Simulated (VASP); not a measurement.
# CdTe (F-43m) in VASP: further runs

The runs below take CdTe through single point, relaxation of cell and atoms, with PBE.

All numbers are computed with VASP 6.6.1; they aren't measurements. Logs are shortened: lines on timing, memory, paths and dates and some standing lists are left out, and cuts for length are marked.

### Step 1. The cell of the first run

The structure is cubic, space group F-43m (No. 216). The conventional cell has a = 6.481 Å, b = 6.481 Å, c = 6.481 Å, α = 90.00°, β = 90.00°, γ = 90.00°. Within 3.7 Å of Cd (site symmetry -43m) lie 4 Te at 2.81 Å. Te (site symmetry -43m) has 4 Cd at 2.81 Å within 3.7 Å.

### Step 2. Single point, PBE

File INCAR:

```
  PREC = Accurate
  ENCUT = 500
  EDIFF = 1E-6
  ISMEAR = 0
  SIGMA = 0.1
  LREAL = F
  LASPH = T
  NELM = 120
  ALGO = Normal
  ISIF = 2
  LWAVE = F
  LCHARG = F
  GGA = PE
  NBANDS = 16
  GGA_COMPAT = F
```

File KPOINTS:

```
Automatic mesh
0
Gamma
  6 6 6
```

File POSCAR:

```
CdTe
1.0
    0.0000000000      3.2405000000      3.2405000000
    3.2405000000      0.0000000000      3.2405000000
    3.2405000000      3.2405000000      0.0000000000
Cd Te
1 1
Direct
    0.0000000000      0.0000000000      0.0000000000
    0.2500000000      0.2500000000      0.2500000000
```

Potentials or basis: VASP PAW PBE potentials, release 64 (Cd, Te).

The run is started by

```console
$ cat potpaw_PBE.64/Cd/POTCAR potpaw_PBE.64/Te/POTCAR > POTCAR
$ mpirun -np 1 vasp_std > vasp.out
```

OUTCAR:

```text
PREC = Accurate
   ENCUT = 500
   EDIFF = 1E-6
   ISMEAR = 0
   LREAL = F
   LASPH = T
   NELM = 120
   ISIF = 2
   GGA = PE

 ion  position               nearest neighbor table
   1  0.000  0.000  0.000-   2 2.81   2 2.81   2 2.81   2 2.81
   2  0.250  0.250  0.250-   1 2.81   1 2.81   1 2.81   1 2.81

  LATTYP: Found a face centered cubic cell.
 ALAT       =     6.4810000000

  Lattice vectors:

 A1 = (   0.0000000000,   3.2405000000,   3.2405000000)
 A2 = (   3.2405000000,   0.0000000000,   3.2405000000)
 A3 = (   3.2405000000,   3.2405000000,   0.0000000000)

Analysis of symmetry for initial positions (statically):
=====================================================================
 Subroutine PRICEL returns:
 Original cell was already a primitive cell.

 Routine SETGRP: Setting up the symmetry group for a
 face centered cubic supercell.

 Subroutine GETGRP returns: Found 24 space group operations
 (whereof 24 operations were pure point group operations)
 out of a pool of 48 trial point group operations.

The static configuration has the point symmetry T_d .

Analysis of symmetry for dynamics (positions and initial velocities):
=====================================================================
 Subroutine PRICEL returns:
 Original cell was already a primitive cell.

 Routine SETGRP: Setting up the symmetry group for a
 face centered cubic supercell.

 Subroutine GETGRP returns: Found 24 space group operations
 (whereof 24 operations were pure point group operations)
 out of a pool of 48 trial point group operations.

The dynamic configuration has the point symmetry T_d .

 Subroutine INISYM returns: Found 24 space group operations
 (whereof 24 operations are pure point group operations),
 and found     1 'primitive' translations

----------------------------------------------------------------------------------------

                                     Primitive cell

  volume of cell :      68.0559

  direct lattice vectors                    reciprocal lattice vectors
     0.000000000  3.240500000  3.240500000    -0.154297176  0.154297176  0.154297176
     3.240500000  0.000000000  3.240500000     0.154297176 -0.154297176  0.154297176
     3.240500000  3.240500000  0.000000000     0.154297176  0.154297176 -0.154297176

  length of vectors
     4.582759049  4.582759049  4.582759049     0.267250549  0.267250549  0.267250549

  position of ions in fractional coordinates (direct lattice)
     0.000000000  0.000000000  0.000000000
     0.250000000  0.250000000  0.250000000

  ion indices of the primitive-cell ions
   primitive index   ion index
                 1           1
                 2           2

----------------------------------------------------------------------------------------

 KPOINTS: Automatic mesh

Automatic generation of k-mesh.
 Grid dimensions read from file:
 generate k-points for:    6    6    6

 Generating k-lattice:

  Cartesian coordinates                     Fractional coordinates (reciprocal lattice)
    -0.025716196  0.025716196  0.025716196     0.166666667  0.000000000  0.000000000
     0.025716196 -0.025716196  0.025716196     0.000000000  0.166666667  0.000000000
     0.025716196  0.025716196 -0.025716196     0.000000000  0.000000000  0.166666667

  Length of vectors
     0.044541758  0.044541758  0.044541758

  Shift w.r.t. Gamma in fractional coordinates (k-lattice)
     0.000000000  0.000000000  0.000000000

 Subroutine IBZKPT returns following result:
 ===========================================

 Found     16 irreducible k-points:

 Following reciprocal coordinates:
            Coordinates               Weight
  0.000000  0.000000  0.000000      1.000000
  0.166667  0.000000  0.000000      8.000000
  0.333333  0.000000  0.000000      8.000000
  0.500000  0.000000  0.000000      4.000000
  0.166667  0.166667  0.000000      6.000000
  0.333333  0.166667  0.000000     24.000000
[... 8 lines left out ...]
 -0.333333  0.333333  0.166667     24.000000
 -0.333333  0.500000  0.166667     12.000000
   k-points           NKPTS =     16   k-points in BZ     NKDIM =     16   number of bands    NBANDS=     16
   number of dos      NEDOS =    301   number of ions     NIONS =      2
   total plane-waves  NPLWV =  46656
   dimension x,y,z NGX =    36 NGY =   36 NGZ =   36
   dimension x,y,z NGXF=    72 NGYF=   72 NGZF=   72
   ions per type =               1   1
   NGX,Y,Z   is equivalent  to a cutoff of  13.06, 13.06, 13.06 a.u.
   NGXF,Y,Z  is equivalent  to a cutoff of  26.12, 26.12, 26.12 a.u.
 SYSTEM =  unknown system
   PREC   = accura    normal or accurate (medium, high low for compatibility)
   ISTART =      0    job   : 0-new  1-cont  2-samecut
   ICHARG =      2    charge: 1-file 2-atom 10-const
   ISPIN  =      1    spin polarized calculation?
   LNONCOLLINEAR =      F non collinear calculations
   LSORBIT =      F    spin-orbit coupling
   LASPH  =      T    aspherical Exc in radial PAW
   ENCUT  =  500.0 eV  36.75 Ry    6.06 a.u.   8.36  8.36  8.36*2*pi/ulx,y,z
   NELM   =    120;   NELMIN=  2; NELMDL= -5     # of ELM steps
   EDIFF  = 0.1E-05   stopping-criterion for ELM
   LREAL  =      F    real-space projection
   EDIFFG = 0.1E-04   stopping-criterion for IOM
   NSW    =      0    number of steps for IOM
   IBRION =     -1    ionic relax: 0-MD 1-quasi-New 2-CG
   NFREE  =      0    steps in history (QN), initial steepest desc. (CG)
   ISIF   =      2    stress and relaxation
   ISYM   =      2    0-nonsym 1-usesym 2-fastsym
   POTIM  = 0.5000    time-step for ionic-motion
   TEBEG  =    0.0;   TEEND  =   0.0 temperature during run
   PSTRESS=    0.0 pullay stress
   NELECT =      18.0000    total number of electrons
   NUPDOWN=      -1.0000    fix difference up-down
   EMIN   =  10.00;   EMAX   =-10.00  energy-range for DOS
   EFERMI =   0.00;   METHOD = LEGACY
   ISMEAR =     0;   SIGMA  =   0.10  broadening in eV -4-tet -1-fermi 0-gaus
   EFERMI_NEDOS =   21; number of points for ismear=-14 and -15
   IALGO  =     38    algorithm
   IMIX   =      4    mixing-type and parameters
     AMIX     =   0.40;   BMIX     =  1.00
     AMIX_MAG =   1.60;   BMIX_MAG =  1.00
  volume/ion in A,a.u.               =      34.03       229.63
  Fermi-wavevector in a.u.,A,eV,Ry     =   1.050857  1.985832 15.024921  1.104301
  Thomas-Fermi vector in A             =   2.185877
   LORBIT       =      0    0 simple, 1 ext, 2 COOP (PROOUT), +10 PAW based schemes
   GGA     = PE    functional components
   LHFCALC =     F    Hartree Fock is set to
   AEXX    =    0.0000 exact exchange contribution
   IVDW    =     0    specifies the selected vdW correction
   LEPSILON=     F    determine dielectric tensor
   LRPA    =     F    only Hartree local field effects (RPA)
 non-spin polarized calculation
 Gauss-broadening in eV      SIGMA  =   0.10
  energy-cutoff  :      500.00
  volume of cell :       68.06
 maximum number of plane-waves:      1759
 NGX is ok and might be reduce to    36
   NGX = 17   NGY = 17   NGZ = 17

 number of electron      17.9999996 magnetization

 Free energy of the ion-electron system (eV)
  ---------------------------------------------------
  ext. energy  EPLUGINS =         0.00000000
  ---------------------------------------------------
  free energy    TOTEN  =        -4.76998693 eV

  energy without entropy =       -4.76998693  energy(sigma->0) =       -4.76998693

 E-fermi :   2.7421     XC(G=0):  -8.5831

 val. band max:        2.3499646608   @ k =   0.0000   0.0000   0.0000
 cond. band min:       3.1197843435   @ k =   0.0000   0.0000   0.0000
 fundamental gap:      0.7698196827
 Fermi energy:         2.7421127150

 k-point     1 :       0.0000    0.0000    0.0000
  band No.  band energies     occupation
      1      -8.8225      2.00000
      2      -5.9400      2.00000
      3      -5.9400      2.00000
      4      -5.9400      2.00000
      5      -5.6798      2.00000
      6      -5.6798      2.00000
[... 8 lines left out ...]
     15      11.7060      0.00000
     16      11.7060      0.00000

 k-point     2 :       0.1667    0.0000    0.0000
  band No.  band energies     occupation
      1      -8.7229      2.00000
      2      -5.9214      2.00000
      3      -5.9214      2.00000
      4      -5.8565      2.00000
      5      -5.6810      2.00000
      6      -5.6810      2.00000
[... 8 lines left out ...]
     15      10.8259      0.00000
     16      10.8259      0.00000

 k-point     3 :       0.3333    0.0000    0.0000
  band No.  band energies     occupation
      1      -8.5238      2.00000
      2      -5.8893      2.00000
      3      -5.8893      2.00000
      4      -5.6770      2.00000
      5      -5.6770      2.00000
      6      -5.5766      2.00000
[... 8 lines left out ...]
     15      11.2339      0.00000
     16      11.2339      0.00000

 k-point     4 :       0.5000    0.0000    0.0000
  band No.  band energies     occupation
      1      -8.4265      2.00000
      2      -5.8768      2.00000
      3      -5.8768      2.00000
      4      -5.6708      2.00000
      5      -5.6708      2.00000
      6      -5.3269      2.00000
[... 8 lines left out ...]
     15      12.6593      0.00000
     16      12.6593      0.00000
[... 172 lines left out ...]
 k-point    14 :       0.5000    0.3333    0.1667
  band No.  band energies     occupation
      1      -8.3983      2.00000
      2      -5.8445      2.00000
      3      -5.8370      2.00000
      4      -5.7209      2.00000
      5      -5.6672      2.00000
      6      -5.3617      2.00000
[... 8 lines left out ...]
     15      12.6364      0.00000
     16      13.7700      0.00000

 k-point    15 :      -0.3333    0.3333    0.1667
  band No.  band energies     occupation
      1      -8.3373      2.00000
      2      -5.8368      2.00000
      3      -5.8224      2.00000
      4      -5.7040      2.00000
      5      -5.6768      2.00000
      6      -5.1737      2.00000
[... 8 lines left out ...]
     15      12.8495      0.00000
     16      13.5490      0.00000

 k-point    16 :      -0.3333    0.5000    0.1667
  band No.  band energies     occupation
      1      -8.3074      2.00000
      2      -5.8088      2.00000
      3      -5.8078      2.00000
      4      -5.7273      2.00000
      5      -5.6670      2.00000
      6      -5.1253      2.00000
[... 8 lines left out ...]
     15      13.4159      0.00000
     16      13.7266      0.00000

------------------------ aborting loop because EDIFF is reached ----------------------------------------

  FORCE on cell =-STRESS in cart. coord.  units (eV):
  Direction    XX          YY          ZZ          XY          YZ          ZX
  --------------------------------------------------------------------------------------
  -------------------------------------------------------------------------------------
  Total        1.1546835      1.1546835      1.1546835     -0.0000000     -0.0000000      0.0000000
  in kB       27.1836306     27.1836306     27.1836306     -0.0000000     -0.0000000      0.0000000
  external PRESSURE =      27.1836306 kB  Pullay stress =       0.0000000 kB

 VOLUME and BASIS-vectors are now :
 -----------------------------------------------------------------------------
  energy-cutoff  :      500.00
  volume of cell :       68.06
      direct lattice vectors                 reciprocal lattice vectors
     0.000000000  3.240500000  3.240500000    -0.154297176  0.154297176  0.154297176
     3.240500000  0.000000000  3.240500000     0.154297176 -0.154297176  0.154297176
     3.240500000  3.240500000  0.000000000     0.154297176  0.154297176 -0.154297176

 POSITION                                       TOTAL-FORCE (eV/Angst)
 -----------------------------------------------------------------------------------
      0.00000      0.00000      0.00000         0.000000      0.000000      0.000000
      1.62025      1.62025      1.62025        -0.000000     -0.000000     -0.000000
 -----------------------------------------------------------------------------------
    total drift:                                0.000000      0.000000      0.000000

  FREE ENERGIE OF THE ION-ELECTRON SYSTEM (eV)
  ---------------------------------------------------
  free  energy   TOTEN  =        -4.7699869340 eV

  energy  without entropy=       -4.7699869336  energy(sigma->0) =       -4.76998693
```

Run time: 29 s. Hardware: 1 thread of Intel Xeon 8259CL, shared host; peak memory 0.21 GiB.

What came out:

| Item | Value |
| --- | --- |
| Free energy | -4.7700 eV |
| Pressure | 2.7 GPa |
| Band gap on the k mesh | 0.77 eV |

Caveat: semilocal functionals underestimate gaps, and a narrow one can read as zero; spin-orbit coupling is left out, which moves the levels of the heavy elements.

### Step 3. Single point, PBE

This run uses another cell than the first one, of 36.25 Å³/atom.

File INCAR:

```
ALGO = Normal
EDIFF = 1E-6
ENCUT = 500
GGA = PE
GGA_COMPAT = False
ISIF = 2
ISMEAR = 0
LASPH = True
LCHARG = True
LELF = True
LREAL = False
LVHAR = True
LWAVE = False
NBANDS = 16
NELM = 120
PREC = Accurate
SIGMA = 0.02
```

File KPOINTS:

```
k-points
0
Gamma
  8 8 8
```

File POSCAR:

```
CdTe
1.0
    0.0000000000      3.3094349698      3.3094349698
    3.3094349698      0.0000000000      3.3094349698
    3.3094349698      3.3094349698      0.0000000000
Cd Te
1 1
Direct
    0.0000000000      0.0000000000      0.0000000000
    0.2500000000      0.2500000000      0.2500000000
```

Potentials or basis: VASP PAW PBE potentials, release 64 (Cd, Te).

The run is started by

```console
$ cat potpaw_PBE.64/Cd/POTCAR potpaw_PBE.64/Te/POTCAR > POTCAR
$ mpirun -np 1 vasp_std > vasp.out
```

OUTCAR:

```text
EDIFF = 1E-6
   ENCUT = 500
   GGA = PE
   ISIF = 2
   ISMEAR = 0
   LASPH = True
   LREAL = False
   NELM = 120
   PREC = Accurate

 ion  position               nearest neighbor table
   1  0.000  0.000  0.000-   2 2.87   2 2.87   2 2.87   2 2.87
   2  0.250  0.250  0.250-   1 2.87   1 2.87   1 2.87   1 2.87

  LATTYP: Found a face centered cubic cell.
 ALAT       =     6.6188699396

  Lattice vectors:

 A1 = (   0.0000000000,   3.3094349698,   3.3094349698)
 A2 = (   3.3094349698,   0.0000000000,   3.3094349698)
 A3 = (   3.3094349698,   3.3094349698,   0.0000000000)

Analysis of symmetry for initial positions (statically):
=====================================================================
 Subroutine PRICEL returns:
 Original cell was already a primitive cell.

 Routine SETGRP: Setting up the symmetry group for a
 face centered cubic supercell.

 Subroutine GETGRP returns: Found 24 space group operations
 (whereof 24 operations were pure point group operations)
 out of a pool of 48 trial point group operations.

The static configuration has the point symmetry T_d .

[... 158 lines left out ...]

  energy without entropy =       -4.81204966  energy(sigma->0) =       -4.81204966

 E-fermi :   1.8983     XC(G=0):  -8.3078

 val. band max:        1.7945086909   @ k =   0.0000   0.0000   0.0000
 cond. band min:       2.3764759275   @ k =   0.0000   0.0000   0.0000
 fundamental gap:      0.5819672366
 Fermi energy:         1.8983078772

 k-point     1 :       0.0000    0.0000    0.0000
  band No.  band energies     occupation
      1      -9.0379      2.00000
      2      -6.2939      2.00000
      3      -6.2939      2.00000
      4      -6.2939      2.00000
      5      -6.0773      2.00000
      6      -6.0773      2.00000
[... 433 lines left out ...]
      3      -6.2102      2.00000
      4      -6.0892      2.00000
      5      -6.0723      2.00000
      6      -5.6932      2.00000
[... 8 lines left out ...]
     15      11.8034      0.00000
     16      12.2355      0.00000

 [... further k-points ...]

------------------------ aborting loop because EDIFF is reached ----------------------------------------

  FORCE on cell =-STRESS in cart. coord.  units (eV):
  Direction    XX          YY          ZZ          XY          YZ          ZX
  --------------------------------------------------------------------------------------
  -------------------------------------------------------------------------------------
  Total        0.0465285      0.0465285      0.0465285      0.0000000      0.0000000     -0.0000000
  in kB        1.0283440      1.0283440      1.0283440      0.0000000      0.0000000     -0.0000000
  external PRESSURE =       1.0283440 kB  Pullay stress =       0.0000000 kB

 VOLUME and BASIS-vectors are now :
 -----------------------------------------------------------------------------
  energy-cutoff  :      500.00
  volume of cell :       72.49
      direct lattice vectors                 reciprocal lattice vectors
     0.000000000  3.309434970  3.309434970    -0.151083192  0.151083192  0.151083192
     3.309434970  0.000000000  3.309434970     0.151083192 -0.151083192  0.151083192
     3.309434970  3.309434970  0.000000000     0.151083192  0.151083192 -0.151083192

 POSITION                                       TOTAL-FORCE (eV/Angst)
 -----------------------------------------------------------------------------------
      0.00000      0.00000      0.00000         0.000000      0.000000      0.000000
      1.65472      1.65472      1.65472        -0.000000     -0.000000     -0.000000
 -----------------------------------------------------------------------------------
    total drift:                                0.000000      0.000000     -0.000000

  FREE ENERGIE OF THE ION-ELECTRON SYSTEM (eV)
  ---------------------------------------------------
  free  energy   TOTEN  =        -4.8120496594 eV

  energy  without entropy=       -4.8120496594  energy(sigma->0) =       -4.81204966
```

stdout:

```text
POSCAR found type information on POSCAR CdTe
 POSCAR found :  2 types and       2 ions
 scaLAPACK will be used
 LDA part: xc-table for (Slater+PW92), standard interpolation
 POSCAR, INCAR and KPOINTS ok, starting setup
 FFT: planning ... GRIDC
 FFT: planning ... GRID_SOFT
 FFT: planning ... GRID
 WAVECAR not read
 entering main loop
```

Run time: 59 s. Hardware: 1 thread of Intel Xeon 8259CL, shared host; peak memory 0.21 GiB.

Results:

* Free energy: -4.8120 eV
* Pressure: 0.1 GPa
* Band gap on the k mesh: 0.58 eV

Caveat: semilocal functionals underestimate gaps, and a narrow one can read as zero; spin-orbit coupling is left out, which moves the levels of the heavy elements.

(Continued in part 2 of 2.)
